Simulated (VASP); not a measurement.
Here is a VASP 6.6.1 calculation.

Contents of INCAR:

```
SYSTEM = SrO
  ALGO = Normal
  EDIFF = 1E-6
  ENCUT = 520
  GGA = PE
  ISIF = 2
  ISMEAR = 0
  LASPH = .TRUE.
  LCHARG = .FALSE.
  LREAL = .FALSE.
  LWAVE = .FALSE.
  NBANDS = 24
  NELM = 100
  PREC = Accurate
  SIGMA = 0.02
```

Contents of KPOINTS:

```
k-points
0
G
  9 9 6
  0 0 0
```

Contents of POSCAR:

```
SrO
1.0
    3.5532880902      0.0000000000      0.0000000000
   -1.7766440451      3.0772377531      0.0000000000
    0.0000000000      0.0000000000      6.2173039800
Sr O
2 2
Direct
    0.3396642182      0.6503468390      0.2288284439
    0.6666666700      0.3333333300      0.7500000000
    0.0000000000      0.0000000000      0.0000000000
    0.0000000000      0.0000000000      0.5000000000
```

Potentials or basis: VASP PAW PBE potentials, release 64 (Sr_sv, O).

Command:

```sh
$ cat potpaw_PBE.64/Sr_sv/POTCAR potpaw_PBE.64/O/POTCAR > POTCAR
$ mpirun -np 1 vasp_std > vasp.out
```

Problem. What does it give for the pressure?

Solution. 2.5 GPa.

Problem. Predict the band gap on the k mesh.

Solution. 3.04 eV (least direct gap 3.07 eV).

Problem. Predict the largest force.

Solution. 1.366 eV/Å.

Stress tensor (GPa, compression positive):
```
 2.60  0.09 -0.25
 0.09  2.76  0.27
-0.25  0.27  2.12
```

Caveat: the cell differs from its parent crystal (one atom moved); an odd mesh through Γ misses points on the zone boundary, where band edges can lie; forces of over 1 eV/Å act on the atoms, so gaps and moduli don't describe the material at rest.
